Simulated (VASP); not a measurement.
Wanted: the native input for a VASP 6.6.1 run.

```yaml
Task: single point
Functional: RPBE
Potentials_or_basis: VASP PAW PBE potentials, release 64 (Ti_sv)
Cutoff: 520 eV
k_mesh: 15 × 15 × 15
Occupations: fermi-dirac, width 0.1 eV
Spin: no spin polarisation
Dipole_correction: no
Further_INCAR_settings: ALGO = Normal; EDIFF = 1e-06; NBANDS = 12
```

The structure of Ti lies in POSCAR:

```
Ti
1.0
    0.0000000000      2.1060039945      2.1060039945
    2.1060039945      0.0000000000      2.1060039945
    2.1060039945      2.1060039945      0.0000000000
Ti
1
Direct
    0.0000000000      0.0000000000      0.0000000000
```

This cell differs from its parent crystal: volume scaled by 1.04.

The input as run:

INCAR

```
SYSTEM = Ti
ALGO = Normal ; EDIFF = 1E-6
ENCUT = 520 ; GGA = RP
ISIF = 2 ; ISMEAR = -1
LASPH = .True. ; LCHARG = .False.
LREAL = .False. ; LWAVE = .False.
NBANDS = 12 ; NELM = 60
PREC = Accurate ; SIGMA = 0.1
```

KPOINTS

```
k-points
0
Gamma
  15 15 15
  0 0 0
```

Potentials or basis: VASP PAW PBE potentials, release 64 (Ti_sv).

Launch:

```console
$ cat potpaw_PBE.64/Ti_sv/POTCAR > POTCAR
$ mpirun -np 1 vasp_std > vasp.out
```

Results of the run:

```json
{
  "Pressure": "-3.9 GPa",
  "Band gap on the k mesh": "zero (band 6 reaches 8.42 eV, above the bottom of band 7 at 7.33 eV)"
}
```

Caveat: the PAW data sets were made with another functional, which shifts forces and pressure a little.

It took 7.6 s on 1 thread of Intel(R) Xeon(R) 6975P-C (Granite Rapids), on a shared host, peak memory 0.14 GiB.
